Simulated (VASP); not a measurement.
# Co (P-3m1) in VASP: single point with PBE

Aim: the single point of Co with PBE.

All numbers are computed with VASP 6.6.1; they aren't measurements. Logs are shortened: lines on timing, memory, paths and dates and some standing lists are left out, and cuts for length are marked.

### Step 1. The cell of the first run

Symmetry: P-3m1, No. 164, trigonal system. Conventional cell: a = 2.487 Å, b = 2.487 Å, c = 4.063 Å, α = 90.00°, β = 90.00°, γ = 120.00°. Co (site symmetry 3m) has 12 Co at 2.42 to 2.55 Å within 3.2 Å.

### Step 2. Single point, PBE, collinear spin, antiferromagnetic start

Contents of INCAR:

```
SYSTEM = Co
PREC = Accurate
ENCUT = 520
EDIFF = 1E-7
ISMEAR = -1
SIGMA = 0.08
LREAL = .FALSE.
LASPH = .TRUE.
NELM = 150
ALGO = Normal
ISIF = 2
LWAVE = .FALSE.
LCHARG = .TRUE.
ISPIN = 2
MAGMOM = 2 -2
LORBIT = 11
LMAXMIX = 4
GGA = PE
LELF = .TRUE.
LVHAR = .TRUE.
NBANDS = 20
```

Contents of KPOINTS:

```
Automatic mesh
0
G
  15 15 8
  0 0 0
```

Contents of POSCAR:

```
Co
1.0
    2.4873648738      0.0000000000      0.0000000000
   -1.2436824369      2.1541211692      0.0000000000
    0.0000000000      0.0000000000      4.0632895034
Co
2
Direct
    0.6666666667      0.3333333333      0.2598610000
    0.3333333333      0.6666666667      0.7401390000
```

Potentials or basis: VASP PAW PBE potentials, release 64 (Co).

On the command line:

```sh
$ cat potpaw_PBE.64/Co/POTCAR > POTCAR
$ mpirun -np 1 vasp_std > vasp.out
```

OUTCAR:

```text
SYSTEM = Co
   PREC = Accurate
   ENCUT = 520
   EDIFF = 1E-7
   ISMEAR = -1
   LREAL = .FALSE.
   LASPH = .TRUE.
   NELM = 150
   ISIF = 2
   ISPIN = 2
   LORBIT = 11
   GGA = PE

 ion  position               nearest neighbor table
   1  0.667  0.333  0.260-   2 2.42   2 2.42   2 2.42   2 2.55   2 2.55   2 2.55
   2  0.333  0.667  0.740-   1 2.42   1 2.42   1 2.42   1 2.55   1 2.55   1 2.55

  LATTYP: Found a hexagonal cell.
 ALAT       =     2.4873648738
 C/A-ratio  =     1.6335719565

  Lattice vectors:

 A1 = (   2.4873648738,   0.0000000000,   0.0000000000)
 A2 = (  -1.2436824369,   2.1541211692,   0.0000000000)
 A3 = (   0.0000000000,   0.0000000000,   4.0632895034)

Analysis of symmetry for initial positions (statically):
=====================================================================
 Subroutine PRICEL returns:
 Original cell was already a primitive cell.

 Routine SETGRP: Setting up the symmetry group for a
 hexagonal supercell.

 Subroutine GETGRP returns: Found 12 space group operations
 (whereof 12 operations were pure point group operations)
 out of a pool of 24 trial point group operations.

The static configuration has the point symmetry D_3d.

Analysis of symmetry for dynamics (positions and initial velocities):
=====================================================================
 Subroutine PRICEL returns:
 Original cell was already a primitive cell.

 Routine SETGRP: Setting up the symmetry group for a
 hexagonal supercell.

 Subroutine GETGRP returns: Found 12 space group operations
 (whereof 12 operations were pure point group operations)
 out of a pool of 24 trial point group operations.

The dynamic configuration has the point symmetry D_3d.

Analysis of structural, dynamic, and magnetic symmetry:
=====================================================================
 Subroutine PRICEL returns:
 Original cell was already a primitive cell.

 Routine SETGRP: Setting up the symmetry group for a
 hexagonal supercell.

 Subroutine GETGRP returns: Found 12 space group operations
 (whereof 12 operations were pure point group operations)
 out of a pool of 24 trial point group operations.

The overall configuration has the point symmetry D_3d.

 Subroutine INISYM returns: Found 12 space group operations
 (whereof 12 operations are pure point group operations),
 and found     1 'primitive' translations

----------------------------------------------------------------------------------------

                                     Primitive cell

  volume of cell :      21.7715

  direct lattice vectors                    reciprocal lattice vectors
     2.487364874  0.000000000  0.000000000     0.402031889  0.232113220  0.000000000
    -1.243682437  2.154121169  0.000000000     0.000000000  0.464226439  0.000000000
     0.000000000  0.000000000  4.063289503     0.000000000  0.000000000  0.246106018

  length of vectors
     2.487364874  2.487364874  4.063289503     0.464226439  0.464226439  0.246106018

  position of ions in fractional coordinates (direct lattice)
     0.666666667  0.333333333  0.259861000
     0.333333333  0.666666667  0.740139000

  ion indices of the primitive-cell ions
   primitive index   ion index
                 1           1
                 2           2

----------------------------------------------------------------------------------------

 KPOINTS: Automatic mesh

Automatic generation of k-mesh.
 Grid dimensions read from file:
 generate k-points for:   15   15    8

 Generating k-lattice:

  Cartesian coordinates                     Fractional coordinates (reciprocal lattice)
     0.026802126  0.015474215  0.000000000     0.066666667  0.000000000  0.000000000
     0.000000000  0.030948429  0.000000000     0.000000000  0.066666667  0.000000000
     0.000000000  0.000000000  0.030763252     0.000000000  0.000000000  0.125000000

  Length of vectors
     0.030948429  0.030948429  0.030763252

  Shift w.r.t. Gamma in fractional coordinates (k-lattice)
     0.000000000  0.000000000  0.000000000

 Subroutine IBZKPT returns following result:
 ===========================================

 Found    192 irreducible k-points:

 Following reciprocal coordinates:
            Coordinates               Weight
  0.000000  0.000000  0.000000      1.000000
  0.066667 -0.000000  0.000000      6.000000
  0.133333 -0.000000  0.000000      6.000000
  0.200000 -0.000000  0.000000      6.000000
  0.266667 -0.000000  0.000000      6.000000
  0.333333 -0.000000  0.000000      6.000000
[... 16 lines left out ...]
  0.333333  0.200000  0.000000     12.000000
  0.400000  0.200000  0.000000      6.000000
 [... further k-points ...]
   k-points           NKPTS =    192   k-points in BZ     NKDIM =    192   number of bands    NBANDS=     20
   number of dos      NEDOS =    301   number of ions     NIONS =      2
   total plane-waves  NPLWV =   9720
   dimension x,y,z NGX =    18 NGY =   18 NGZ =   30
   dimension x,y,z NGXF=    36 NGYF=   36 NGZF=   60
   ions per type =               2
   NGX,Y,Z   is equivalent  to a cutoff of  12.03, 12.03, 12.27 a.u.
   NGXF,Y,Z  is equivalent  to a cutoff of  24.06, 24.06, 24.55 a.u.
 SYSTEM =  Co
   PREC   = accura    normal or accurate (medium, high low for compatibility)
   ISTART =      0    job   : 0-new  1-cont  2-samecut
   ICHARG =      2    charge: 1-file 2-atom 10-const
   ISPIN  =      2    spin polarized calculation?
   LNONCOLLINEAR =      F non collinear calculations
   LSORBIT =      F    spin-orbit coupling
   LASPH  =      T    aspherical Exc in radial PAW
   ENCUT  =  520.0 eV  38.22 Ry    6.18 a.u.   4.62  4.62  7.56*2*pi/ulx,y,z
   NELM   =    150;   NELMIN=  2; NELMDL= -5     # of ELM steps
   EDIFF  = 0.1E-06   stopping-criterion for ELM
   LREAL  =      F    real-space projection
   EDIFFG = 0.1E-05   stopping-criterion for IOM
   NSW    =      0    number of steps for IOM
   IBRION =     -1    ionic relax: 0-MD 1-quasi-New 2-CG
   NFREE  =      0    steps in history (QN), initial steepest desc. (CG)
   ISIF   =      2    stress and relaxation
   ISYM   =      2    0-nonsym 1-usesym 2-fastsym
   POTIM  = 0.5000    time-step for ionic-motion
   TEBEG  =    0.0;   TEEND  =   0.0 temperature during run
   PSTRESS=    0.0 pullay stress
   NELECT =      18.0000    total number of electrons
   NUPDOWN=      -1.0000    fix difference up-down
   EMIN   =  10.00;   EMAX   =-10.00  energy-range for DOS
   EFERMI =   0.00;   METHOD = LEGACY
   ISMEAR =    -1;   SIGMA  =   0.08  broadening in eV -4-tet -1-fermi 0-gaus
   EFERMI_NEDOS =   21; number of points for ismear=-14 and -15
   IALGO  =     38    algorithm
   IMIX   =      4    mixing-type and parameters
     AMIX     =   0.40;   BMIX     =  1.00
     AMIX_MAG =   1.60;   BMIX_MAG =  1.00
  volume/ion in A,a.u.               =      10.89        73.46
  Fermi-wavevector in a.u.,A,eV,Ry     =   1.536514  2.903591 32.121660  2.360875
  Thomas-Fermi vector in A             =   2.643152
   LORBIT       =     11    0 simple, 1 ext, 2 COOP (PROOUT), +10 PAW based schemes
   GGA     = PE    functional components
   LHFCALC =     F    Hartree Fock is set to
   AEXX    =    0.0000 exact exchange contribution
   IVDW    =     0    specifies the selected vdW correction
   LEPSILON=     F    determine dielectric tensor
   LRPA    =     F    only Hartree local field effects (RPA)
 spin polarized calculation
  energy-cutoff  :      520.00
  volume of cell :       21.77
 maximum number of plane-waves:       600
   NGX =  9   NGY =  9   NGZ = 15

 number of electron      17.9999996 magnetization      -0.0000000

 number of electron      17.9999996 magnetization       0.0000000

 Free energy of the ion-electron system (eV)
  ---------------------------------------------------
  ext. energy  EPLUGINS =         0.00000000
  ---------------------------------------------------
  free energy    TOTEN  =       -13.63984238 eV

  energy without entropy =      -13.52758381  energy(sigma->0) =      -13.58371310

 E-fermi :  10.1740     XC(G=0): -13.3939

 val. band max:       10.1710550905   @ k =   0.3333   0.3333   0.0000
 cond. band min:      10.1758733015   @ k =   0.3333   0.2000   0.3750
 fundamental gap:      0.0048182111
 Fermi energy:        10.1739743672

 spin component 1

 k-point     1 :       0.0000    0.0000    0.0000
  band No.  band energies     occupation
      1       1.3101      1.00000
      2       5.4764      1.00000
      3       8.0936      1.00000
      4       8.0936      1.00000
      5       8.2846      1.00000
      6       8.8345      1.00000
[... 12 lines left out ...]
     19      36.3730      0.00000
     20      36.3730      0.00000

 k-point     2 :       0.0667   -0.0000    0.0000
  band No.  band energies     occupation
      1       1.4672      1.00000
      2       5.5772      1.00000
      3       7.9763      1.00000
      4       8.1653      1.00000
      5       8.3690      1.00000
      6       8.6873      1.00000
[... 498 lines left out ...]
 k-point    24 :       0.4000    0.2000    0.0000
  band No.  band energies     occupation
      1       6.3043      1.00000
      2       6.3834      1.00000
      3       6.6214      1.00000
      4       7.4094      1.00000
      5       7.7834      1.00000
      6       8.4654      1.00000
[... 12 lines left out ...]
     19      29.6886      0.00000
     20      39.2115      0.00000

 [... further k-points ...]

 spin component 2

 k-point     1 :       0.0000    0.0000    0.0000
  band No.  band energies     occupation
      1       1.3101      1.00000
      2       5.4764      1.00000
      3       8.0936      1.00000
      4       8.0936      1.00000
      5       8.2846      1.00000
      6       8.8345      1.00000
[... 12 lines left out ...]
     19      36.3730      0.00000
     20      36.3730      0.00000

 k-point     2 :       0.0667   -0.0000    0.0000
  band No.  band energies     occupation
      1       1.4672      1.00000
      2       5.5772      1.00000
      3       7.9763      1.00000
      4       8.1653      1.00000
      5       8.3690      1.00000
      6       8.6873      1.00000
[... 498 lines left out ...]
 k-point    24 :       0.4000    0.2000    0.0000
  band No.  band energies     occupation
      1       6.3043      1.00000
      2       6.3834      1.00000
      3       6.6214      1.00000
      4       7.4094      1.00000
      5       7.7834      1.00000
      6       8.4654      1.00000
[... 12 lines left out ...]
     19      29.6886      0.00000
     20      39.2115      0.00000

 [... further k-points ...]
[... 5 lines left out ...]
  --------------------------------------------------------------------------------------
  -------------------------------------------------------------------------------------
  Total       -0.9114202     -0.9114202     -1.0226264      0.0000000     -0.0000000      0.0000000
  in kB      -67.0720899    -67.0720899    -75.2558400      0.0000000     -0.0000000      0.0000000
  external PRESSURE =     -69.8000066 kB  Pullay stress =       0.0000000 kB

 VOLUME and BASIS-vectors are now :
 -----------------------------------------------------------------------------
  energy-cutoff  :      520.00
  volume of cell :       21.77
      direct lattice vectors                 reciprocal lattice vectors
     2.487364874  0.000000000  0.000000000     0.402031889  0.232113220  0.000000000
    -1.243682437  2.154121169  0.000000000     0.000000000  0.464226439  0.000000000
     0.000000000  0.000000000  4.063289503     0.000000000  0.000000000  0.246106018

 POSITION                                       TOTAL-FORCE (eV/Angst)
 -----------------------------------------------------------------------------------
      1.24368      0.71804      1.05589         0.000000     -0.000000     -0.605660
     -0.00000      1.43608      3.00740        -0.000000      0.000000      0.605660
 -----------------------------------------------------------------------------------
    total drift:                                0.000000     -0.000000     -0.000000

  FREE ENERGIE OF THE ION-ELECTRON SYSTEM (eV)
  ---------------------------------------------------
  free  energy   TOTEN  =       -13.6398423842 eV

  energy  without entropy=      -13.5275838087  energy(sigma->0) =      -13.58371310

 total charge

# of ion       s       p       d       tot
------------------------------------------
    1        0.484   0.517   7.271   8.272
    2        0.484   0.517   7.271   8.272
--------------------------------------------------
tot          0.968   1.034  14.542  16.544

 magnetization (x)

# of ion       s       p       d       tot
------------------------------------------
    1        0.000   0.005   0.866   0.872
    2       -0.000  -0.005  -0.866  -0.872
--------------------------------------------------
tot          0.000   0.000   0.000   0.000
```

It took 3.7 min on 1 thread of AMD EPYC 7R43 (Zen 3), shared host; peak memory 0.19 GiB.

Results:

```
Free energy                                           : -13.6398 eV
Pressure                                              : -7.0 GPa
Largest force                                         : 0.606 eV/Å
Band gap on the k mesh                                : zero (filled and empty bands overlap)
Net moment                                            : 0.00 μB per cell
Site moments                                          : Co +0.87, -0.87 μB
Valence electrons inside the program's atomic spheres : Co 8.27
```

Forces in eV/Å, atoms in the order of the input:
```
Co   0.000  0.000 -0.606
Co   0.000  0.000  0.606
```

Stress tensor (GPa, compression positive):
```
-6.71  0.00  0.00
 0.00 -6.71  0.00
 0.00  0.00 -7.53
```

Caveat: the cell stands under tension.
